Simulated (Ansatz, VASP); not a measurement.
# SiW: VASP beside Ansatz

```
W Si
1.0
     0.00000    2.53693    2.53693
     2.53693    0.00000    2.53693
     2.53693    2.53693    0.00000
W Si
1 1
Direct
  0.00000 0.00000 0.00000
  0.50000 0.50000 0.50000
```

Alike in both runs: task relaxation of cell and atoms; functional PBE; k mesh 14 × 14 × 14; occupations fermi-dirac, width 0.05 eV; no spin polarisation.

|  | VASP | Ansatz |
| --- | --- | --- |
| version | VASP 6.6.1 | Ansatz 0.2.0 |
| potentials or method | VASP PAW PBE potentials, release 64 (W_sv, Si) | PAW with Ansatz's default frozen-core files, scalar-relativistic |
| plane-wave cutoff (eV) | 600 | 420 |
| valence electrons in the cell | 18 | 18 |

|  | VASP | Ansatz | Ansatz less VASP |
| --- | --- | --- | --- |
| relaxed volume (Å³/atom) | 15.88 | 15.87 | -0.016 |
| relaxed cell length with the largest relative difference (Å) | 3.555 | 3.554 | -0.0012 |

Neither program's run includes spin-orbit coupling.
